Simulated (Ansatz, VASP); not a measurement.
# GaN in VASP and in Ansatz

POSCAR

```
GaN
1.0
    3.1799990132      0.0000000001      0.0000000000
   -1.5899995067      2.7539599294      0.0000000000
    0.0000000000      0.0000000000      5.1659989486
Ga N
2 2
Direct
    0.3333333333      0.6666666667      0.0000000000
    0.6666666667      0.3333333333      0.5000000000
    0.3333333333      0.6666666667      0.3750000000
    0.6666666667      0.3333333333      0.8750000000
```

INCAR.step1

```
ALGO = Normal
EDIFF = 1E-4
ENCUT = 520
GGA = PE
ISMEAR = 0
LASPH = T
LCHARG = F
LREAL = F
LWAVE = T
NBANDS = 26
NELM = 80
PREC = Accurate
SIGMA = 0.05
```

Contents of INCAR.step2:

```
ALGO = Normal
EDIFF = 1E-6
ENCUT = 520
ISIF = 2
ISMEAR = 0
ISTART = 1
LASPH = T
LCHARG = F
LMIXTAU = T
LREAL = F
LWAVE = F
METAGGA = R2SCAN
NBANDS = 26
NELM = 80
PREC = Accurate
SIGMA = 0.05
```

Contents of KPOINTS:

```
k-points
0
Gamma
  12 12 8
```

Input for Ansatz:

```yaml
crystal:
  lattice:
    - [3.1799990132, 1.0e-10, 0.0]
    - [-1.5899995067, 2.7539599294, 0.0]
    - [0.0, 0.0, 5.1659989486]
  atoms:
    - { symbol: Ga, position: [0.3333333333, 0.6666666667, 0.0] }
    - { symbol: Ga, position: [0.6666666667, 0.3333333333, 0.5] }
    - { symbol: "N", position: [0.3333333333, 0.6666666667, 0.375] }
    - { symbol: "N", position: [0.6666666667, 0.3333333333, 0.875] }
basis:
  ecutwfc: 500
  ecutrho_ratio: 4
kpoints:
  mp_grid: { grid: [12, 12, 8] }
hamiltonian:
  xc: r2scan
scf:
  occupations: { method: gaussian, width: 0.05 }
output:
  forces: true
  stress: true
  eigenvalues: true
  eigenstates:
    kpoints:
      - [0.0, 0.0, 0.0]
      - [0.006073351, -0.003036675, 0.0]
      - [-0.006073351, 0.003036675, 0.0]
      - [0.0, 0.005259676, 0.0]
      - [0.0, -0.005259676, 0.0]
      - [0.0, 0.0, 0.009866331]
      - [0.0, 0.0, -0.009866331]
      - [0.004294507, 0.001571899, 0.0]
      - [-0.004294507, -0.001571899, 0.0]
      - [0.004294507, -0.002147254, 0.00697655]
      - [-0.004294507, 0.002147254, -0.00697655]
      - [0.0, 0.003719153, 0.00697655]
      - [0.0, -0.003719153, -0.00697655]
      - [0.003506451, 0.00128345, 0.005696329]
      - [-0.003506451, -0.00128345, -0.005696329]
      - [0.0, 0.0, 0.0]
      - [0.006073351, -0.003036675, 0.0]
      - [-0.006073351, 0.003036675, 0.0]
      - [0.0, 0.005259676, 0.0]
      - [0.0, -0.005259676, 0.0]
      - [0.0, 0.0, 0.009866331]
      - [0.0, 0.0, -0.009866331]
      - [0.004294507, 0.001571899, 0.0]
      - [-0.004294507, -0.001571899, 0.0]
      - [0.004294507, -0.002147254, 0.00697655]
      - [-0.004294507, 0.002147254, -0.00697655]
      - [0.0, 0.003719153, 0.00697655]
      - [0.0, -0.003719153, -0.00697655]
      - [0.003506451, 0.00128345, 0.005696329]
      - [-0.003506451, -0.00128345, -0.005696329]
    de_dk: true
    e_range: [-1.791926016029, 1.791199513652]
```

Alike in both runs: task single point; functional r2SCAN; k mesh 12 × 12 × 8; occupations gaussian, width 0.05 eV; no spin polarisation.

|  | VASP | Ansatz |
| --- | --- | --- |
| version | VASP 6.6.1 | Ansatz 0.2.0 |
| potentials or method | VASP PAW PBE potentials, release 64 (Ga_d, N), cutoff 520 eV | scalar-relativistic, plane waves, PAW |
| valence electrons in the cell | 36 | 36 |

```csv
,VASP,Ansatz,Ansatz less VASP
gap on the k mesh at the Fermi level (eV),2.38,2.38,+0.007
least direct gap on the mesh (eV),2.38,2.38,+0.007
pressure (GPa),2.2,1.1,-1.09
"traceless stress, the component that is largest in VASP (GPa)",1.31,1.36,+0.046
rms of the force components (eV/Å),0.079,0.082,+0.0027
```

VASP's potentials were made for PBE, not for r2SCAN. Atom by atom the forces differ by 0.003 eV/Å (rms over components).
